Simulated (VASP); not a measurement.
Wanted: the native input for a VASP 6.6.1 run.

- Task: relaxation of cell and atoms
- Functional: PBE
- Potentials or basis: VASP PAW PBE potentials, release 64 (Si)
- Cutoff: 500 eV
- k mesh: 8 × 8 × 8
- Occupations: gaussian, width 0.05 eV
- Spin: no spin polarisation
- Dipole correction: no
- Further INCAR settings: ALGO = Normal; EDIFF = 1e-07; IBRION = 2; EDIFFG = -0.003; NSW = 80; ISIF = 3

The structure of Si lies in POSCAR:

```
Si
1.0
    0.0000000000      2.7155000000      2.7155000000
    2.7155000000      0.0000000000      2.7155000000
    2.7155000000      2.7155000000      0.0000000000
Si
2
Direct
    0.0000000000      0.0000000000      0.0000000000
    0.2500000000      0.2500000000      0.2500000000
```

The input as run:

INCAR

```
SYSTEM = Si
ALGO = Normal
EDIFF = 1E-7
EDIFFG = -0.003
ENCUT = 500
GGA = PE
GGA_COMPAT = .False.
IBRION = 2
ISIF = 3
ISMEAR = 0
LASPH = .True.
LCHARG = .False.
LREAL = .False.
LWAVE = .False.
NELM = 120
NELMIN = 4
NSW = 80
PREC = Accurate
SIGMA = 0.05
```

KPOINTS

```
k-points
0
Gamma
  8 8 8
  0 0 0
```

Potentials or basis: VASP PAW PBE potentials, release 64 (Si).

Run with:

```console
$ cat potpaw_PBE.64/Si/POTCAR > POTCAR
$ mpirun -np 1 vasp_std > vasp.out
```

It gave:

| Quantity | Value |
| --- | --- |
| Relaxed volume | 20.44 Å³/atom |
| Relaxed cell | a = 3.867 Å, b = 3.867 Å, c = 3.867 Å, α = 60.00°, β = 60.00°, γ = 60.00° |
| Space group after relaxing (to 0.1 Å) | Fd-3m (No. 227) |
| Energy gained by relaxing | 2.5 meV/atom |
| Ionic steps | 3 |
| Pressure after relaxing | 0.0 GPa |
| Band gap on the k mesh | 0.65 eV (least direct gap 2.56 eV) |

Caveat: semilocal functionals underestimate gaps, and a narrow one can read as zero.

It took 32 s on 1 thread of Intel Xeon 8259CL (shared host), peak memory 0.15 GiB.
